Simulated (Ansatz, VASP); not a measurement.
## One calculation of BN, two programs

```
B N
1.0
     6.39997    0.00000    0.00000
    -3.19998    5.54254    0.00000
     0.00000    0.00000    2.50959
B N
4 4
Cartesian
  3.2000 0.3721 0.0000
  4.4777 2.5852 0.0000
  1.9222 2.5852 0.0000
  0.0000 3.6950 1.2548
  0.0000 5.1892 1.2548
  -1.2940 2.9479 1.2548
  1.2940 2.9479 1.2548
  3.2000 1.8475 0.0000
```

Alike in both runs: functional PBE; k mesh 6 × 6 × 14; occupations gaussian, width 0.1 eV; no spin polarisation.

Ansatz relaxed the structure, and its values are those at the end. VASP's run is a single point on that final structure, the one shown.

```csv
,VASP,Ansatz
version,VASP 6.6.1,Ansatz 0.2.0
potentials or method,"VASP PAW PBE potentials, release 64 (B, N), cutoff 520 eV","scalar-relativistic, plane waves, PAW"
valence electrons in the cell,32,32
```

|  | VASP | Ansatz | Ansatz less VASP |
| --- | --- | --- | --- |
| gap on the k mesh at the Fermi level (eV) | none | none | - |
| pressure (GPa) | 0.0 | 0.0 | -0.02 |

A gap of «none» marks a metal or a gap that the smearing closes. Ansatz's warnings: xc potential rough in thin density.
